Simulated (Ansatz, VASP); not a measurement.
# Al in VASP and in Ansatz

The input INCAR:

```
SYSTEM = Al
ALGO = Fast
EDIFF = 1E-7
ENCUT = 520
GGA = PS
ISIF = 2
ISMEAR = 0
LASPH = .TRUE.
LCHARG = .FALSE.
LREAL = .FALSE.
LWAVE = .FALSE.
NBANDS = 10
NELM = 60
PREC = Accurate
SIGMA = 0.15
```

The input KPOINTS:

```
k-points
0
G
  24 24 14
  0 0 0
```

Contents of POSCAR:

```
Al
1.0
    3.0701442991      0.0000000000      0.0000000000
   -1.5350721495      2.6588229563      0.0000000000
    0.0000000000      0.0000000000      3.9963190297
Al
2
Direct
    0.6666666667      0.3333333333      0.7500000000
    0.3333333333      0.6666666667      0.2500000000
```

Input for Ansatz:

```yaml
crystal:
  lattice:
    - [3.0701442991, 0.0, 0.0]
    - [-1.5350721495, 2.6588229563, 0.0]
    - [0.0, 0.0, 3.9963190297]
  atoms:
    - { symbol: Al, position: [0.6666666667, 0.3333333333, 0.75] }
    - { symbol: Al, position: [0.3333333333, 0.6666666667, 0.25] }
basis:
  ecutwfc: 420
kpoints:
  mp_grid: { grid: [24, 24, 14] }
hamiltonian:
  xc: pbesol
scf:
  occupations: { method: gaussian, width: 0.15 }
output:
  forces: true
  stress: true
  eigenvalues: true
```

Alike in both runs: task single point; functional PBEsol; k mesh 24 × 24 × 14; occupations gaussian, width 0.15 eV; no spin polarisation.

|  | VASP | Ansatz |
| --- | --- | --- |
| version | VASP 6.6.1 | Ansatz 0.2.0 |
| potentials or method | VASP PAW PBE potentials, release 64 (Al), cutoff 520 eV | scalar-relativistic, plane waves, PAW |
| valence electrons in the cell | 6 | 6 |

|  | VASP | Ansatz | Ansatz less VASP |
| --- | --- | --- | --- |
| gap on the k mesh at the Fermi level (eV) | none | none | - |
| pressure (GPa) | 4.9 | 4.8 | -0.09 |
| traceless stress, the component that is largest in VASP (GPa) | 10.76 | 10.69 | -0.063 |

VASP's potentials were made for PBE, not for PBEsol. A gap of «none» marks a metal or a gap that the smearing closes. The functional is the same, so the differences come from potentials, cutoffs and numerics.
